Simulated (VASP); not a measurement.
# Si (P6/mmm) in VASP: a series of runs, part 2 of 2

VASP 6.6.1. Earlier steps stand in the parts before.

## 3. Single point, LDA

This run uses another cell than the first one, of 12.86 Å³/atom, 1.032 times its volume.

File INCAR:

```
SYSTEM = Si
  PREC = Accurate
  ENCUT = 520
  EDIFF = 1E-6
  ISMEAR = -1
  SIGMA = 0.1
  LREAL = .False.
  LASPH = .True.
  NELM = 60
  ALGO = Normal
  ISIF = 2
  LWAVE = .False.
  LCHARG = .False.
  NBANDS = 8
```

File KPOINTS:

```
Automatic mesh
0
Gamma
  13 13 12
  0 0 0
```

File POSCAR:

```
Si
1.0
    2.5100397574      0.0000000000      0.0000000000
   -1.2550198787      2.1737619735      0.0000000000
    0.0000000000      0.0000000000      2.3570733456
Si
1
Direct
    0.0000000000      0.0000000000      0.0000000000
```

Potentials or basis: VASP PAW LDA potentials, release 64 (Si).

The run is started by

```
$ cat potpaw_LDA.64/Si/POTCAR > POTCAR
$ mpirun -np 1 vasp_std > vasp.out
```

Run time: 5.5 s. Hardware: 1 thread of Intel Xeon 6975P-C, shared host; peak memory 0.12 GiB.

It converged, with:

```
Free energy            : -5.6504 eV
Pressure               : 19.2 GPa
Band gap on the k mesh : zero (band 2 reaches 19.10 eV, above the bottom of band 3 at 7.03 eV)
```

Stress tensor (GPa, compression positive):
```
16.87  0.00  0.00
 0.00 16.87  0.00
 0.00  0.00 23.88
```

Levels at points of the mesh, in eV from the Fermi level:
| k point | band 1 | band 2 | band 3 | band 4 | band 5 | band 6 |
| --- | --- | --- | --- | --- | --- | --- |
| (0.00, 0.00, 0.00) | -15.33 | 7.61 | 8.95 | 11.65 | 11.65 | 12.73 |
| (0.00, 0.00, 0.50) | -9.74 | -8.13 | 15.78 | 15.78 | 15.94 | 15.94 |

## 4. Single point, LDA

This run uses another cell than the first one, of 13.25 Å³/atom, 1.063 times its volume.

File INCAR:

```
PREC     = Accurate       # precision mode
ENCUT    = 520            # plane-wave cutoff, eV
EDIFF    = 1E-6           # SCF threshold, eV
ISMEAR   = -1             # smearing method
SIGMA    = 0.1            # smearing width, eV
LREAL    = False          # projectors in reciprocal space
LASPH    = True           # aspherical terms in the spheres
NELM     = 100            # most SCF steps
ALGO     = Normal         # electronic algorithm
ISIF     = 2              # what is computed and relaxed
LWAVE    = False          # write WAVECAR
LCHARG   = False          # write CHGCAR
NBANDS   = 8              # bands
```

File KPOINTS:

```
Automatic mesh
0
Gamma
  13 13 12
```

File POSCAR:

```
Si
1.0
    2.5353954105      0.0000000000      0.0000000000
   -1.2676977053      2.1957206514      0.0000000000
    0.0000000000      0.0000000000      2.3808837788
Si
1
Direct
    0.0000000000      0.0000000000      0.0000000000
```

Potentials or basis: VASP PAW LDA potentials, release 64 (Si).

The run is started by

```
$ cat potpaw_LDA.64/Si/POTCAR > POTCAR
$ mpirun -np 1 vasp_std > vasp.out
```

OUTCAR:

```text
PREC = Accurate
   ENCUT = 520
   EDIFF = 1E-6
   ISMEAR = -1
   LREAL = False
   LASPH = True
   NELM = 100
   ISIF = 2

 ion  position               nearest neighbor table
   1  0.000  0.000  0.000-

  LATTYP: Found a hexagonal cell.
 ALAT       =     2.5353954105
 C/A-ratio  =     0.9390581717

  Lattice vectors:

 A1 = (   2.5353954105,   0.0000000000,   0.0000000000)
 A2 = (  -1.2676977053,   2.1957206514,   0.0000000000)
 A3 = (   0.0000000000,   0.0000000000,   2.3808837788)

[... 433 lines left out ...]
  band No.  band energies     occupation
      1      -3.1026      2.00000
      2      15.3577      0.00000
      3      17.8053      0.00000
      4      19.7643      0.00000
      5      21.7683      0.00000
      6      25.4808      0.00000
      7      27.7240      0.00000
      8      33.3056      0.00000

 [... further k-points ...]
[... 5 lines left out ...]
  --------------------------------------------------------------------------------------
  -------------------------------------------------------------------------------------
  Total        0.9681304      0.9681338      1.4523205     -0.0000000     -0.0000000      0.0000000
  in kB      117.0263005    117.0267074    175.5545395     -0.0000000     -0.0000000      0.0000000
  external PRESSURE =     136.5358492 kB  Pullay stress =       0.0000000 kB

 VOLUME and BASIS-vectors are now :
 -----------------------------------------------------------------------------
  energy-cutoff  :      520.00
  volume of cell :       13.25
      direct lattice vectors                 reciprocal lattice vectors
     2.535395411  0.000000000  0.000000000     0.394415796  0.227715670  0.000000000
    -1.267697705  2.195720651  0.000000000     0.000000000  0.455431341  0.000000000
     0.000000000  0.000000000  2.380883779     0.000000000  0.000000000  0.420012102

 POSITION                                       TOTAL-FORCE (eV/Angst)
 -----------------------------------------------------------------------------------
      0.00000      0.00000      0.00000         0.000000      0.000000      0.000000
 -----------------------------------------------------------------------------------
    total drift:                               -0.000000     -0.000000      0.000000

  FREE ENERGIE OF THE ION-ELECTRON SYSTEM (eV)
  ---------------------------------------------------
  free  energy   TOTEN  =        -5.6906947934 eV

  energy  without entropy=       -5.6769266452  energy(sigma->0) =       -5.68381072
```

Run time: 6.4 s. Hardware: 1 thread of Intel Xeon 6975P-C, shared host; peak memory 0.12 GiB.

Results:

```
Free energy            : -5.6907 eV
Pressure               : 13.7 GPa
Band gap on the k mesh : zero (band 2 reaches 18.65 eV, above the bottom of band 3 at 6.74 eV)
```

Levels at points of the mesh, in eV from the Fermi level:
| k point | band 1 | band 2 | band 3 | band 4 | band 5 | band 6 |
| --- | --- | --- | --- | --- | --- | --- |
| (0.00, 0.00, 0.00) | -15.04 | 7.59 | 8.72 | 11.29 | 11.29 | 12.61 |
| (0.00, 0.00, 0.50) | -9.62 | -7.91 | 15.40 | 15.40 | 15.58 | 15.58 |

## 5. Overview

```csv
cell,gap on the mesh (eV),pressure (GPa)
"a = 2.484, b = 2.484, c = 2.333 Å, angles 90.0, 90.0, 120.0°, 1 atom",none,25.7
"a = 2.510, b = 2.510, c = 2.357 Å, angles 90.0, 90.0, 120.0°, 1 atom",none,19.2
"a = 2.535, b = 2.535, c = 2.381 Å, angles 90.0, 90.0, 120.0°, 1 atom",none,13.7
```

Alike in all rows: task single point; level LDA; potentials or basis VASP PAW LDA potentials, release 64 (Si); no spin polarisation; k mesh 13 × 13 × 12; cutoff (eV) 520; smearing fermi-dirac 0.1 eV.

Total energies depend on the potentials used, so only differences within one code and one set of settings carry meaning.
